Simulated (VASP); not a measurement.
Write the native input for VASP 6.6.1 that does the following.

```yaml
Task: single point
Functional: PBE
Potentials_or_basis: VASP PAW PBE potentials, release 64 (Sr_sv)
Cutoff: 520 eV
k_mesh: 9 × 9 × 9
Occupations: methfessel-paxton, width 0.2 eV
Spin: no spin polarisation
Dipole_correction: no
Further_INCAR_settings: ALGO = Normal; EDIFF = 1e-07; NBANDS = 11
```

The structure of Sr lies in POSCAR:

```
Sr
1.0
    0.0000000000      3.0191365063      3.0191365063
    3.0191365063      0.0000000000      3.0191365063
    3.0191365063      3.0191365063      0.0000000000
Sr
1
Direct
    0.0000000000      0.0000000000      0.0000000000
```

These files were run (other wordings do the same):

INCAR

```
SYSTEM = Sr
PREC = Accurate
ENCUT = 520
EDIFF = 1E-7
ISMEAR = 1
SIGMA = 0.2
LREAL = .False.
LASPH = .True.
NELM = 60
ALGO = Normal
ISIF = 2
LWAVE = .False.
LCHARG = .False.
GGA = PE
NBANDS = 11
```

KPOINTS

```
regular mesh
0
Gamma
  9 9 9
  0 0 0
```

Potentials or basis: VASP PAW PBE potentials, release 64 (Sr_sv).

Command:

```sh
$ cat potpaw_PBE.64/Sr_sv/POTCAR > POTCAR
$ mpirun -np 1 vasp_std > vasp.out
```

It gave:

| Quantity | Value |
| --- | --- |
| Pressure | 0.0 GPa |

Run time: 23 s on 1 thread of Intel Xeon 8259CL, with other jobs on the host, peak memory 0.18 GiB.
